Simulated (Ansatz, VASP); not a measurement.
**NaI: VASP beside Ansatz**

```
Na I
1.0
     0.00000    3.22939    3.22939
     3.22939    0.00000    3.22939
     3.22939    3.22939    0.00000
Na I
1 1
Direct
  0.00000 0.00000 0.00000
  0.50000 0.50000 0.50000
```

Alike in both runs: task single point; functional PBE; k mesh 6 × 6 × 6; no spin polarisation.

|  | VASP | Ansatz |
| --- | --- | --- |
| version | VASP 6.6.1 | Ansatz 0.2.0 |
| potentials or method | VASP PAW PBE potentials, release 64 (Na_pv, I) | plane waves, PAW |
| plane-wave cutoff (eV) | 520 | 420 |
| occupations | gaussian, width 0.01 eV | fixed |
| valence electrons in the cell | 14 | 26 |

|  | VASP | Ansatz | Ansatz less VASP |
| --- | --- | --- | --- |
| gap on the k mesh at the Fermi level (eV) | 3.66 | 3.66 | +0.004 |
| pressure (GPa) | 0.6 | 0.5 | -0.02 |

VASP's potentials hold 14 valence electrons a cell and Ansatz's 26, so a difference there can come from the potentials and not from the codes.

Neither program's run includes spin-orbit coupling.
